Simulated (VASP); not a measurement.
A run of VASP 6.6.1 is set up as follows.

Contents of INCAR:

```
SYSTEM = Cu
PREC     = Accurate       ! precision mode
ENCUT    = 600            ! plane-wave cutoff, eV
EDIFF    = 1E-6           ! SCF threshold, eV
ISMEAR   = 0              ! smearing method
SIGMA    = 0.1            ! smearing width, eV
LREAL    = .FALSE.        ! projectors in reciprocal space
LASPH    = .TRUE.         ! aspherical terms in the spheres
NELM     = 120            ! most SCF steps
ALGO     = Normal         ! electronic algorithm
ISIF     = 2              ! what is computed and relaxed
LWAVE    = .FALSE.        ! write WAVECAR
LCHARG   = .FALSE.        ! write CHGCAR
GGA      = PE             ! functional
IVDW     = 12             ! dispersion correction
NBANDS   = 12             ! bands
GGA_COMPAT= .FALSE.
```

File KPOINTS:

```
regular mesh
0
G
  8 8 8
  0 0 0
```

POSCAR

```
Cu
1.0
    0.0000000000      1.7850000000      1.7850000000
    1.7850000000      0.0000000000      1.7850000000
    1.7850000000      1.7850000000      0.0000000000
Cu
1
Direct
    0.0000000000      0.0000000000      0.0000000000
```

Potentials or basis: VASP PAW PBE potentials, release 64 (Cu).

Run with:

```sh
$ cat potpaw_PBE.64/Cu/POTCAR > POTCAR
$ mpirun -np 1 vasp_std > vasp.out
```

Question: Estimate the pressure.

Answer: 0.6 GPa.

Question: What does it give for the dispersion energy per atom?

Answer: -0.606 eV.

Caveat: the k points lie up to 0.38 Å⁻¹ apart; pairwise dispersion overbinds metals, which lowers pressure and volume.
